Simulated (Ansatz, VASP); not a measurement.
InSe in VASP and in Ansatz

```xyz
4
Lattice="2.0000 1.1547 8.3167 -2.0000 1.1547 8.3167 0.0000 -2.3094 8.3167" Properties=species:S:1:pos:R:3 pbc="T T T"
In    0.0000    0.0000    0.0000
In    0.0000    0.0000    2.7994
Se    0.0000    0.0000   15.3567
Se    0.0000    0.0000   20.7085
```

Alike in both runs: task electric field gradients; functional PBEsol; k mesh 7 × 7 × 7; occupations fermi-dirac, width 0.01 eV; no spin polarisation.

|  | VASP | Ansatz |
| --- | --- | --- |
| version | VASP 6.6.1 | Ansatz 0.2.0 |
| potentials or method | VASP PAW PBE potentials, release 64 (In_d, Se) | PAW with Ansatz's default frozen-core files, scalar-relativistic |
| plane-wave cutoff (eV) | 520 | 420 |
| valence electrons in the cell | 38 | 58 |

VASP gave:

* gap on the k mesh at the Fermi level (eV): 0.66
* pressure (GPa): 0.3
* traceless stress, the component that is largest in VASP (GPa): -0.39
* rms of the force components (eV/Å): 0.071
* size of Vzz on the site where it differs most (V/Å²): 61.5

Estimate Ansatz's values.

gap on the k mesh at the Fermi level (eV): 0.67; pressure (GPa): 0.3; traceless stress, the component that is largest in VASP (GPa): -0.38; rms of the force components (eV/Å): 0.062; size of Vzz on the site where it differs most (V/Å²): 63.7.

VASP's potentials were made for PBE, not for PBEsol. Atom by atom the forces differ by 0.011 eV/Å (rms over components). The functional is the same, so the differences come from potentials, cutoffs and numerics. VASP's potentials hold 38 valence electrons a cell and Ansatz's 58, so a difference there can come from the potentials and not from the codes.
